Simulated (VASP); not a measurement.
A run of VASP 6.6.1 is set up as follows.

INCAR

```
SYSTEM = BN
  PREC = Accurate
  ENCUT = 520
  EDIFF = 1E-6
  ISMEAR = -1
  SIGMA = 0.05
  LREAL = .False.
  LASPH = .True.
  NELM = 60
  ALGO = Normal
  ISIF = 2
  LWAVE = .False.
  LCHARG = .False.
  GGA = PE
  NBANDS = 11
```

KPOINTS

```
regular mesh
0
Gamma
  17 17 17
  0 0 0
```

POSCAR

```
BN
1.0
    0.0000000000      1.6136713242      1.6136713242
    1.6136713242      0.0000000000      1.6136713242
    1.6136713242      1.6136713242      0.0000000000
B N
1 1
Direct
    0.0000000000      0.0000000000      0.0000000000
    0.5000000000      0.5000000000      0.5000000000
```

Potentials or basis: VASP PAW PBE potentials, release 64 (B, N).

Command:

```sh
$ cat potpaw_PBE.64/B/POTCAR potpaw_PBE.64/N/POTCAR > POTCAR
$ mpirun -np 1 vasp_std > vasp.out
```

**Question.** Predict the pressure.

**Answer.** 150.4 GPa.

**Question.** What does it give for the band gap on the k mesh?

**Answer.** 3.21 eV, indirect (least direct gap 6.78 eV).

A k mesh can miss the band edges.
